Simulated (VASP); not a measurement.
Write the native input for VASP 6.6.1 that does the following.

| Item | Value |
| --- | --- |
| Task | single point |
| Functional | r2SCAN |
| Potentials or basis | VASP PAW PBE potentials, release 64 (In_d, Pd) |
| Cutoff | 520 eV |
| k mesh | 8 × 8 × 8 |
| Occupations | fermi-dirac, width 0.05 eV |
| Spin | no spin polarisation |
| Dipole correction | no |
| Further INCAR settings | ALGO = Normal; EDIFF = 1e-07; NBANDS = 18 |

The system is InPd.

```
In Pd
1.0
     3.33606    0.00000    0.00000
     0.00000    3.33606    0.00000
     0.00000    0.00000    3.33606
In Pd
1 1
Direct
  0.00000 0.00000 0.00000
  0.50000 0.50000 0.50000
```

These files were run (other wordings do the same):

POSCAR

```
InPd
1.0
    3.3360556752      0.0000000000      0.0000000000
    0.0000000000      3.3360556752      0.0000000000
    0.0000000000      0.0000000000      3.3360556752
In Pd
1 1
Direct
    0.0000000000      0.0000000000      0.0000000000
    0.5000000000      0.5000000000      0.5000000000
```

INCAR.step1

```
PREC = Accurate
ENCUT = 520
ISMEAR = -1
SIGMA = 0.05
LREAL = False
LASPH = True
NELM = 80
NBANDS = 18
GGA = PE
ALGO = Normal
EDIFF = 1E-4
LWAVE = True
LCHARG = False
```

INCAR.step2

```
PREC = Accurate
ENCUT = 520
EDIFF = 1E-7
ISMEAR = -1
SIGMA = 0.05
LREAL = False
LASPH = True
NELM = 80
ALGO = Normal
ISIF = 2
LWAVE = False
LCHARG = True
METAGGA = R2SCAN
LMIXTAU = True
LELF = True
LVHAR = True
NBANDS = 18
ISTART = 1
```

KPOINTS

```
Automatic mesh
0
Gamma
  8 8 8
```

Potentials or basis: VASP PAW PBE potentials, release 64 (In_d, Pd).

Command:

```console
$ cat potpaw_PBE.64/In_d/POTCAR potpaw_PBE.64/Pd/POTCAR > POTCAR
$ cp INCAR.step1 INCAR
$ mpirun -np 1 vasp_std > vasp.out
$ cp INCAR.step2 INCAR
$ mpirun -np 1 vasp_std > vasp.out
```

Results of the run:

```yaml
Pressure: -6.7 GPa
```

Caveat: the PAW data sets were made with another functional, which shifts forces and pressure a little.

It took 3.2 min on 1 thread of Intel Xeon 8259CL, with other jobs on the host, peak memory 0.18 GiB.
